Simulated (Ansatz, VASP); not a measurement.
# Two plane-wave programs on Sb

Contents of POSCAR:

```
Sb
1.0
    3.1172920620      0.0000000000      0.0000000000
    0.0000000000      3.1172920620      0.0000000000
    0.0000000000      0.0000000000      3.1172920620
Sb
1
Direct
    0.0000000000      0.0000000000      0.0000000000
```

The input INCAR.step1:

```
SYSTEM = Sb
PREC     = Accurate       ! precision mode
ENCUT    = 520            ! plane-wave cutoff, eV
EDIFF    = 1E-5           ! SCF threshold, eV
ISMEAR   = -1             ! smearing method
SIGMA    = 0.05           ! smearing width, eV
LREAL    = .FALSE.        ! projectors in reciprocal space
LASPH    = .TRUE.         ! aspherical terms in the spheres
NELM     = 100            ! most SCF steps
ALGO     = Normal         ! electronic algorithm
ISIF     = 2              ! what is computed and relaxed
LWAVE    = .TRUE.         ! write WAVECAR
LCHARG   = .FALSE.        ! write CHGCAR
NBANDS   = 8              ! bands
GGA      = PE             ! functional
```

INCAR.step2

```
SYSTEM = Sb
PREC     = Accurate       ! precision mode
ENCUT    = 520            ! plane-wave cutoff, eV
EDIFF    = 1E-6           ! SCF threshold, eV
ISMEAR   = -1             ! smearing method
SIGMA    = 0.05           ! smearing width, eV
LREAL    = .FALSE.        ! projectors in reciprocal space
LASPH    = .TRUE.         ! aspherical terms in the spheres
NELM     = 100            ! most SCF steps
ALGO     = Normal         ! electronic algorithm
ISIF     = 2              ! what is computed and relaxed
LWAVE    = .FALSE.        ! write WAVECAR
LCHARG   = .FALSE.        ! write CHGCAR
GGA      = PE             ! functional
LHFCALC  = .TRUE.         ! exact exchange
AEXX     = 0.25           ! exact-exchange fraction
PRECFOCK = Normal       
NBANDS   = 8              ! bands
ISTART   = 1
```

Contents of KPOINTS:

```
Automatic mesh
0
G
  6 6 6
  0 0 0
```

The input input:

```
crystal:
  lattice:
    - [3.117292062, 0.0, 0.0]
    - [0.0, 3.117292062, 0.0]
    - [0.0, 0.0, 3.117292062]
  atoms:
    - { symbol: Sb, position: [0.0, 0.0, 0.0] }
hamiltonian:
  xc: pbe0
  pseudopotentials: { kind: paw }
kpoints:
  mp_grid: { grid: [6, 6, 6] }
scf:
  occupations: { method: fermi_dirac, width: 0.05 }
output:
  forces: true
  stress: true
  eigenvalues: true
```

Alike in both runs: task single point; functional PBE0; k mesh 6 × 6 × 6; occupations fermi-dirac, width 0.05 eV; no spin polarisation.

|  | VASP | Ansatz |
| --- | --- | --- |
| version | VASP 6.6.1 | Ansatz 0.2.0 |
| potentials or method | VASP PAW PBE potentials, release 64 (Sb) | Ansatz PAW |
| plane-wave cutoff (eV) | 520 | 420 |
| valence electrons in the cell | 5 | 15 |

Ansatz gave:

| Item | Value |
| --- | --- |
| gap on the k mesh at the Fermi level (eV) | none |
| pressure (GPa) | -0.9 |

Problem. Which values does VASP return?

Solution. gap on the k mesh at the Fermi level (eV): none; pressure (GPa): -2.0.

A gap of «none» marks a metal or a gap that the smearing closes. VASP's potentials hold 5 valence electrons a cell and Ansatz's 15, so a difference there can come from the potentials and not from the codes.

Spin-orbit coupling is off throughout.
